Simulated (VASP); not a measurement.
# Zr2H3 (I4/mmm) in VASP: a series of runs, part 2 of 2

VASP 6.6.1. Earlier steps stand in the parts before.

### 3 Single point, PBE

This run uses another cell than the first one, of 13.35 Å³/atom, 1.068 times its volume.

The input, INCAR:

```
ALGO = Normal
EDIFF = 1E-6
ENCUT = 520
GGA = PE
ISIF = 2
ISMEAR = 0
LASPH = T
LCHARG = F
LREAL = F
LWAVE = F
NBANDS = 22
NELM = 100
PREC = Accurate
SIGMA = 0.1
```

The input, KPOINTS:

```
k-points
0
Gamma
  12 12 12
```

The input, POSCAR:

```
Zr2H3
1.0
   -2.1174075951      2.1174075951      3.7224855819
    2.1174075951     -2.1174075951      3.7224855819
    2.1174075951      2.1174075951     -3.7224855819
Zr H
2 3
Direct
    0.7500000000      0.2500000000      0.5000000000
    0.2500000000      0.7500000000      0.5000000000
    0.0000000000      0.0000000000      0.0000000000
    0.5000000000      0.0000000000      0.5000000000
    0.0000000000      0.5000000000      0.5000000000
```

Potentials or basis: VASP PAW PBE potentials, release 64 (Zr_sv, H).

Launch:

```bash
$ cat potpaw_PBE.64/Zr_sv/POTCAR potpaw_PBE.64/H/POTCAR > POTCAR
$ mpirun -np 1 vasp_std > vasp.out
```

OUTCAR:

```text
EDIFF = 1E-6
   ENCUT = 520
   GGA = PE
   ISIF = 2
   ISMEAR = 0
   LASPH = T
   LREAL = F
   NELM = 100
   PREC = Accurate

 ion  position               nearest neighbor table
   1  0.750  0.250  0.500-   4 1.86   5 1.86   2 2.99   2 2.99   2 2.99   2 2.99   2 3.72   2 3.72

   2  0.250  0.750  0.500-   4 1.86   5 1.86   1 2.99   1 2.99   1 2.99   1 2.99   1 3.72   1 3.72

   3  0.000  0.000  0.000-
   4  0.500  0.000  0.500-   1 1.86   2 1.86
   5  0.000  0.500  0.500-   1 1.86   2 1.86

  LATTYP: Found a body centered tetragonal cell.
 ALAT       =     4.2348151902
 C/A-ratio  =     1.7580392129

  Lattice vectors:

 A1 = (  -2.1174075951,   2.1174075951,   3.7224855819)
 A2 = (   2.1174075951,  -2.1174075951,   3.7224855819)
 A3 = (   2.1174075951,   2.1174075951,  -3.7224855819)

Analysis of symmetry for initial positions (statically):
=====================================================================
 Subroutine PRICEL returns:
 Original cell was already a primitive cell.

 Routine SETGRP: Setting up the symmetry group for a
 body centered tetragonal supercell.

 Subroutine GETGRP returns: Found 16 space group operations
 (whereof 16 operations were pure point group operations)
 out of a pool of 16 trial point group operations.

The static configuration has the point symmetry D_4h.

Analysis of symmetry for dynamics (positions and initial velocities):
=====================================================================
 Subroutine PRICEL returns:
 Original cell was already a primitive cell.

 Routine SETGRP: Setting up the symmetry group for a
 body centered tetragonal supercell.

[... 124 lines left out ...]
   EFERMI =   0.00;   METHOD = LEGACY
   ISMEAR =     0;   SIGMA  =   0.10  broadening in eV -4-tet -1-fermi 0-gaus
   EFERMI_NEDOS =   21; number of points for ismear=-14 and -15
   IALGO  =     38    algorithm
   IMIX   =      4    mixing-type and parameters
     AMIX     =   0.40;   BMIX     =  1.00
     AMIX_MAG =   1.60;   BMIX_MAG =  1.00
  volume/ion in A,a.u.               =      13.35        90.10
  Fermi-wavevector in a.u.,A,eV,Ry     =   1.210678  2.287850 19.942631  1.465742
  Thomas-Fermi vector in A             =   2.346218
   LORBIT       =      0    0 simple, 1 ext, 2 COOP (PROOUT), +10 PAW based schemes
   GGA     = PE    functional components
   LHFCALC =     F    Hartree Fock is set to
   AEXX    =    0.0000 exact exchange contribution
   IVDW    =     0    specifies the selected vdW correction
   LEPSILON=     F    determine dielectric tensor
   LRPA    =     F    only Hartree local field effects (RPA)
 non-spin polarized calculation
 Gauss-broadening in eV      SIGMA  =   0.10
  energy-cutoff  :      520.00
  volume of cell :       66.76
 maximum number of plane-waves:      1818
   NGX = 17   NGY = 17   NGZ = 17

 number of electron      27.0000002 magnetization

 Free energy of the ion-electron system (eV)
  ---------------------------------------------------
  ext. energy  EPLUGINS =         0.00000000
  ---------------------------------------------------
  free energy    TOTEN  =       -24.63333621 eV

  energy without entropy =      -24.62152183  energy(sigma->0) =      -24.62742902

 E-fermi :   5.7290     XC(G=0): -10.0297

 val. band max:        5.7228233024   @ k =   0.3333   0.2500   0.0000
 cond. band min:       5.7372669034   @ k =  -0.4167   0.1667   0.0000
 fundamental gap:      0.0144436010
 Fermi energy:         5.7289559943

 k-point     1 :       0.0000    0.0000    0.0000
  band No.  band energies     occupation
      1     -43.1660      2.00000
      2     -42.9553      2.00000
      3     -21.4826      2.00000
      4     -21.4826      2.00000
      5     -21.1849      2.00000
      6     -21.1815      2.00000
[... 589 lines left out ...]
     21       9.5637      0.00000
     22      10.9040      0.00000

 [... further k-points ...]

------------------------ aborting loop because EDIFF is reached ----------------------------------------

  FORCE on cell =-STRESS in cart. coord.  units (eV):
  Direction    XX          YY          ZZ          XY          YZ          ZX
  --------------------------------------------------------------------------------------
  -------------------------------------------------------------------------------------
  Total       -0.0274191     -0.0274191     -0.0204303      0.0000000      0.0000000      0.0000000
  in kB       -0.6580556     -0.6580556     -0.4903241      0.0000000      0.0000000      0.0000000
  external PRESSURE =      -0.6021451 kB  Pullay stress =       0.0000000 kB

 VOLUME and BASIS-vectors are now :
 -----------------------------------------------------------------------------
  energy-cutoff  :      520.00
  volume of cell :       66.76
      direct lattice vectors                 reciprocal lattice vectors
    -2.117407595  2.117407595  3.722485582     0.000000000  0.236137814  0.134318855
     2.117407595 -2.117407595  3.722485582     0.236137814  0.000000000  0.134318855
     2.117407595  2.117407595 -3.722485582     0.236137814  0.236137814  0.000000000

 POSITION                                       TOTAL-FORCE (eV/Angst)
 -----------------------------------------------------------------------------------
     -0.00000      2.11741      1.86124         0.000000      0.000000     -0.000000
      2.11741     -0.00000      1.86124        -0.000000      0.000000     -0.000000
      0.00000      0.00000      0.00000        -0.000000     -0.000000      0.000000
      0.00000      2.11741      0.00000        -0.000000     -0.000000      0.000000
      2.11741      0.00000      0.00000        -0.000000     -0.000000      0.000000
 -----------------------------------------------------------------------------------
    total drift:                               -0.000000      0.000000     -0.000000

  FREE ENERGIE OF THE ION-ELECTRON SYSTEM (eV)
  ---------------------------------------------------
  free  energy   TOTEN  =       -24.6333362053 eV

  energy  without entropy=      -24.6215218276  energy(sigma->0) =      -24.62742902
```

OSZICAR:

```text
N       E                     dE             d eps       ncg     rms          rms(c)
DAV:   1     0.216916194521E+03    0.21692E+03   -0.13399E+04  7172   0.113E+03
DAV:   2    -0.906926277559E+01   -0.22599E+03   -0.21976E+03  8478   0.335E+02
DAV:   3    -0.262440714174E+02   -0.17175E+02   -0.16780E+02 13694   0.668E+01
DAV:   4    -0.266873423327E+02   -0.44327E+00   -0.44243E+00  8258   0.118E+01
DAV:   5    -0.267024525601E+02   -0.15110E-01   -0.15104E-01 10754   0.143E+00    0.168E+01
DAV:   6    -0.247899554287E+02    0.19125E+01   -0.41105E+00  7932   0.100E+01    0.641E+00
DAV:   7    -0.246230747415E+02    0.16688E+00   -0.10143E+00 10018   0.466E+00    0.173E+00
DAV:   8    -0.246324464986E+02   -0.93718E-02   -0.10744E-01  9034   0.182E+00    0.705E-01
DAV:   9    -0.246340277914E+02   -0.15813E-02   -0.14521E-02  8254   0.731E-01    0.242E-01
DAV:  10    -0.246333319561E+02    0.69584E-03   -0.26774E-03  8048   0.254E-01    0.345E-02
DAV:  11    -0.246333440541E+02   -0.12098E-04   -0.18016E-04 10020   0.764E-02    0.197E-02
DAV:  12    -0.246333366095E+02    0.74446E-05   -0.17336E-05  8308   0.277E-02    0.507E-03
DAV:  13    -0.246333362053E+02    0.40419E-06   -0.11079E-06  4958   0.712E-03
   1 F= -.24633336E+02 E0= -.24627429E+02  d E =-.118144E-01
```

stdout:

```text
POSCAR found type information on POSCAR ZrH
 POSCAR found :  2 types and       5 ions
 scaLAPACK will be used
 LDA part: xc-table for (Slater+PW92), standard interpolation
 POSCAR, INCAR and KPOINTS ok, starting setup
 FFT: planning ... GRIDC
 FFT: planning ... GRID_SOFT
 FFT: planning ... GRID
 WAVECAR not read
 entering main loop
```

Run time: 3.7 min. Hardware: 1 thread of Oxide Virtual Turin-like, shared host; peak memory 0.31 GiB.

What came out:

```
Free energy : -24.6333 eV
Pressure    : -0.1 GPa
```

Levels at points of the mesh, in eV from the Fermi level:
| k point | band 11 | band 12 | band 13 | band 14 | band 15 | band 16 | band 17 | band 18 |
| --- | --- | --- | --- | --- | --- | --- | --- | --- |
| (0.00, 0.00, 0.00) | -2.00 | -1.33 | -1.01 | -0.64 | -0.64 | 0.69 | 3.79 | 3.90 |
| (0.50, 0.00, 0.00) | -2.18 | -0.90 | 0.60 | 0.80 | 0.85 | 0.93 | 1.67 | 1.72 |
| (0.50, 0.50, 0.00) | -2.33 | -1.10 | -0.85 | -0.76 | 0.35 | 2.42 | 2.56 | 2.82 |
| (0.50, 0.50, 0.50) | -2.94 | -2.73 | -1.15 | 1.27 | 1.27 | 2.30 | 2.93 | 2.93 |

### 4 Single point, PBE, collinear spin, ferromagnetic start

This run uses another cell than the first one, of 13.36 Å³/atom, 1.068 times its volume.

The input, INCAR:

```
SYSTEM = Zr2H3
PREC = Accurate
ENCUT = 520
EDIFF = 1E-7
ISMEAR = 0
SIGMA = 0.1
LREAL = .False.
LASPH = .True.
NELM = 150
ALGO = Normal
ISIF = 2
LWAVE = .False.
LCHARG = .False.
ISPIN = 2
MAGMOM = 1 1 0 0 0
LORBIT = 11
LMAXMIX = 4
GGA = PE
NBANDS = 26
```

The input, KPOINTS:

```
Automatic mesh
0
Gamma
  6 6 6
  0 0 0
```

POSCAR, as its differences from that of step 3:

```diff
@@ -2,5 +2,5 @@
 1.0
-   -2.1174075951      2.1174075951      3.7224855819
-    2.1174075951     -2.1174075951      3.7224855819
-    2.1174075951      2.1174075951     -3.7224855819
+   -2.1191152152      2.1191152152      3.7186817734
+    2.1191152152     -2.1191152152      3.7186817734
+    2.1191152152      2.1191152152     -3.7186817734
 Zr H
```

Launch:

```bash
$ cat potpaw_PBE.64/Zr_sv/POTCAR potpaw_PBE.64/H/POTCAR > POTCAR
$ mpirun -np 1 vasp_std > vasp.out
```

Wall time 2.1 min (1 thread of Oxide Virtual Turin-like, shared host); peak memory 0.24 GiB.

Results (log left out):

```yaml
Free_energy: -24.6229 eV
Pressure: -0.1 GPa
Net_moment: 0.00 μB per cell
Valence_electrons_inside_the_program's_atomic_spheres: Zr 9.86; H 0.40, 0.61
```

Levels at points of the mesh, in eV from the Fermi level:
Spin up:
```csv
k point,band 10,band 11,band 12,band 13,band 14,band 15,band 16,band 17
"(0.00, 0.00, 0.00)",-3.26,-2.00,-1.33,-0.99,-0.64,-0.64,0.69,3.80
"(0.50, 0.00, 0.00)",-4.54,-2.18,-0.90,0.61,0.79,0.86,0.92,1.67
"(0.50, 0.50, 0.00)",-4.34,-2.31,-1.10,-0.85,-0.76,0.37,2.41,2.56
"(0.50, 0.50, 0.50)",-4.52,-2.94,-2.73,-1.15,1.28,1.28,2.31,2.92
```
Spin down:
```
           k point  band 9  band 10  band 11  band 12  band 13  band 14  band 15  band 16  band 17  band 18
(0.00, 0.00, 0.00)   -7.60    -3.26    -2.00    -1.33    -0.99    -0.64    -0.64     0.69     3.80     3.90
(0.50, 0.00, 0.00)   -5.66    -4.54    -2.18    -0.90     0.61     0.79     0.86     0.92     1.67     1.72
(0.50, 0.50, 0.00)   -5.49    -4.34    -2.31    -1.10    -0.85    -0.76     0.37     2.41     2.56     2.81
(0.50, 0.50, 0.50)   -5.46    -4.52    -2.94    -2.73    -1.15     1.28     1.28     2.31     2.92     2.92
```

### 5 Relaxation of cell and atoms, PBE

This run uses another cell than the first one, of 13.36 Å³/atom, 1.068 times its volume.

The input, INCAR:

```
SYSTEM = Zr2H3
PREC = Accurate
ENCUT = 600
EDIFF = 1E-6
ISMEAR = 0
SIGMA = 0.1
LREAL = .False.
LASPH = .True.
NELM = 60
ALGO = Normal
ISIF = 3
LWAVE = .False.
LCHARG = .False.
GGA = PE
IBRION = 2
NSW = 100
EDIFFG = -0.01
```

The input, KPOINTS:

```
regular mesh
0
Gamma
  12 12 12
  0 0 0
```

POSCAR is that of step 4.

Potentials or basis: VASP PAW PBE potentials, release 64 (Zr_sv, H).

Launch:

```bash
$ cat potpaw_PBE.64/Zr_sv/POTCAR potpaw_PBE.64/H/POTCAR > POTCAR
$ mpirun -np 1 vasp_std > vasp.out
```

OUTCAR:

```text
SYSTEM = Zr2H3
   PREC = Accurate
   ENCUT = 600
   EDIFF = 1E-6
   ISMEAR = 0
   LREAL = .False.
   LASPH = .True.
   NELM = 60
   ISIF = 3
   GGA = PE
   IBRION = 2
   NSW = 100
   EDIFFG = -0.01

 ion  position               nearest neighbor table
   1  0.750  0.250  0.500-   4 1.86   5 1.86   2 3.00   2 3.00   2 3.00   2 3.00   2 3.72   2 3.72

   2  0.250  0.750  0.500-   4 1.86   5 1.86   1 3.00   1 3.00   1 3.00   1 3.00   1 3.72   1 3.72

[... 738 lines left out ...]
  --------------------------------------------------------------------------------------
  -------------------------------------------------------------------------------------
  Total       -0.0217874     -0.0217874     -0.0287789      0.0000000     -0.0000000      0.0000000
  in kB       -0.5223862     -0.5223862     -0.6900193      0.0000000     -0.0000000      0.0000000
  external PRESSURE =      -0.5782639 kB  Pullay stress =       0.0000000 kB

 VOLUME and BASIS-vectors are now :
 -----------------------------------------------------------------------------
  energy-cutoff  :      600.00
  volume of cell :       66.82
      direct lattice vectors                 reciprocal lattice vectors
    -2.118101380  2.118101380  3.723659138     0.000000000  0.236060467  0.134276522
     2.118101380 -2.118101380  3.723659138     0.236060467  0.000000000  0.134276522
     2.118101380  2.118101380 -3.723659138     0.236060467  0.236060467  0.000000000

 POSITION                                       TOTAL-FORCE (eV/Angst)
 -----------------------------------------------------------------------------------
      0.00000      2.11810      1.86183         0.000000     -0.000000      0.000000
      2.11810      0.00000      1.86183        -0.000000      0.000000      0.000000
      0.00000      4.23620      0.00000         0.000000      0.000000     -0.000000
      0.00000      2.11810      0.00000         0.000000      0.000000     -0.000000
      0.00000      2.11810      3.72366         0.000000      0.000000     -0.000000
 -----------------------------------------------------------------------------------
    total drift:                                0.000000      0.000000     -0.000000

  FREE ENERGIE OF THE ION-ELECTRON SYSTEM (eV)
  ---------------------------------------------------
  free  energy   TOTEN  =       -24.6342021742 eV

  energy  without entropy=      -24.6223773608  energy(sigma->0) =      -24.62828977

 reached required accuracy - stopping structural energy minimisation
```

CONTCAR:

```text
Zr2H3
   1.00000000000000
    -2.1181013801008350    2.1181013801008350    3.7236591379669086
     2.1181013801008350   -2.1181013801008350    3.7236591379669086
     2.1181013801008350    2.1181013801008350   -3.7236591379669086
  Zr              H
     2     3
Direct
     0.7500000000000000    0.2500000000000000    0.5000000000000000
     0.2500000000000000    0.7500000000000000    0.5000000000000000
     1.0000000000000000    0.0000000000000000    1.0000000000000000
     0.5000000000000000    0.0000000000000000    0.5000000000000000
     1.0000000000000000    0.5000000000000000    0.5000000000000000

  0.00000000E+00  0.00000000E+00  0.00000000E+00
  0.00000000E+00  0.00000000E+00  0.00000000E+00
  0.00000000E+00  0.00000000E+00  0.00000000E+00
  0.00000000E+00  0.00000000E+00  0.00000000E+00
  0.00000000E+00  0.00000000E+00  0.00000000E+00
```

Wall time 9.3 min (1 thread of Oxide Virtual Turin-like, shared host); peak memory 0.35 GiB.

What came out:

- Free energy: -24.6342 eV
- Relaxed volume: 13.36 Å³/atom
- Relaxed cell: a = 4.779 Å, b = 4.779 Å, c = 4.779 Å, α = 127.38°, β = 127.38°, γ = 77.63°
- Space group after relaxing (to 0.05 Å): I4/mmm (No. 139)
- Energy gained by relaxing: 0.0 meV/atom
- Ionic steps: 2
- Pressure after relaxing: -0.1 GPa

The path:
| step | energy change (eV) | largest force (eV/Å) | pressure (GPa) | volume (Å³) |
| --- | --- | --- | --- | --- |
| 1 | 0.0000 | 0.0000 | 0.03 | 66.80 |
| 2 | -0.0001 | 0.0000 | -0.06 | 66.82 |

Final structure:
```cif
data_structure
_symmetry_space_group_name_H-M 'P 1'
_symmetry_Int_Tables_number 1
_cell_length_a 4.7789
_cell_length_b 4.7789
_cell_length_c 4.7789
_cell_angle_alpha 127.382
_cell_angle_beta 127.382
_cell_angle_gamma 77.629
_cell_volume 66.82
loop_
_atom_site_label
_atom_site_type_symbol
_atom_site_fract_x
_atom_site_fract_y
_atom_site_fract_z
_atom_site_occupancy
Zr1 Zr 0.75000 0.25000 0.50000 1
Zr2 Zr 0.25000 0.75000 0.50000 1
H1 H 0.00000 0.00000 0.00000 1
H2 H 0.50000 0.00000 0.50000 1
H3 H 0.00000 0.50000 0.50000 1
```

### 6 The runs side by side

```tsv
task	spin	cell	k mesh	cutoff (eV)	gap on the mesh (eV)	pressure (GPa)	relaxed volume (Å³/atom)
relaxation of cell and atoms	off	relaxed from a = 4.438 Å, angles 119.2, 119.2, 91.4°, 5 atoms	6 × 6 × 6	600	none	-0.1	13.38
single point	off	a = 4.777 Å, angles 127.4, 127.4, 77.6°, 5 atoms	12 × 12 × 12	520	none	-0.1	-
single point	collinear, ferromagnetic start	a = 4.776 Å, angles 127.3, 127.3, 77.7°, 5 atoms	6 × 6 × 6	520	none	-0.1	-
relaxation of cell and atoms	off	relaxed from a = 4.776 Å, angles 127.3, 127.3, 77.7°, 5 atoms	12 × 12 × 12	600	none	-0.1	13.36
```

Alike in all rows: level PBE; potentials or basis VASP PAW PBE potentials, release 64 (Zr_sv, H); smearing gaussian 0.1 eV.

Total energies depend on the potentials used, so only differences within one code and one set of settings carry meaning.
